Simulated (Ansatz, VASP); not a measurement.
**Ta: VASP beside Ansatz**

```xyz
1
Lattice="-1.6604 1.6604 1.6604 1.6604 -1.6604 1.6604 1.6604 1.6604 -1.6604" Properties=species:S:1:pos:R:3 pbc="T T T"
Ta    0.0000    0.0000    0.0000
```

Alike in both runs: functional PBE; k mesh 16 × 16 × 16; occupations methfessel-paxton of order 1, width 0.1 eV; no spin polarisation.

Ansatz relaxed the structure, and its values are those at the end. VASP's run is a single point on that final structure, the one shown.

|  | VASP | Ansatz |
| --- | --- | --- |
| version | VASP 6.6.1 | Ansatz 0.2.0 |
| potentials or method | VASP PAW PBE potentials, release 64 (Ta_pv), cutoff 500 eV | plane-wave PAW DFT |
| valence electrons in the cell | 11 | 13 |

|  | VASP | Ansatz | Ansatz less VASP |
| --- | --- | --- | --- |
| pressure (GPa) | 0.1 | 0.0 | -0.07 |

VASP's potentials hold 11 valence electrons a cell and Ansatz's 13, so a difference there can come from the potentials and not from the codes.

Neither program's run includes spin-orbit coupling.
